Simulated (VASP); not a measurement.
GaAs: single point with PBEsol

The system is GaAs.

```xyz
2
Lattice="0.0000 2.8106 2.8106 2.8106 0.0000 2.8106 2.8106 2.8106 0.0000" Properties=species:S:1:pos:R:3 pbc="T T T"
Ga    0.0000    0.0000    0.0000
As    4.2159    4.2159    4.2159
```

```json
{"Program": "VASP 6.6.1", "Task": "single point", "Functional": "PBEsol", "Potentials or basis": "VASP PAW PBE potentials, release 64 (Ga_d, As)", "Cutoff": "520 eV", "k mesh": "12 × 12 × 12", "Occupations": "gaussian, width 0.01 eV", "Spin": "no spin polarisation"}
```

```json
{
 "Pressure": "1.6 GPa",
 "Band gap on the k mesh": "0.59 eV"
}
```

Levels at points of the mesh, in eV from the valence-band top:
| k point | band 5 | band 6 | band 7 | band 8 | band 9 | band 10 | band 11 | band 12 | band 13 | band 14 |
| --- | --- | --- | --- | --- | --- | --- | --- | --- | --- | --- |
| (0.00, 0.00, 0.00) | -14.72 | -12.88 | 0.00 | 0.00 | 0.00 | 0.59 | 3.69 | 3.69 | 3.69 | 7.44 |
| (0.50, 0.00, 0.00) | -14.72 | -11.05 | -6.78 | -1.17 | -1.17 | 0.98 | 4.59 | 4.59 | 7.60 | 10.41 |
| (0.50, 0.50, 0.00) | -14.71 | -10.28 | -6.93 | -2.76 | -2.76 | 1.32 | 1.56 | 10.27 | 10.27 | 11.03 |

Run time: 55 s on 1 thread of Intel(R) Xeon(R) Platinum 8259CL CPU @ 2.50GHz (Skylake/Cascade Lake) (shared host), peak memory 0.2 GiB.

Caveat: semilocal functionals underestimate gaps, and a narrow one can read as zero; the PAW data sets were made with another functional, which shifts forces and pressure a little. A k mesh can miss the band edges.
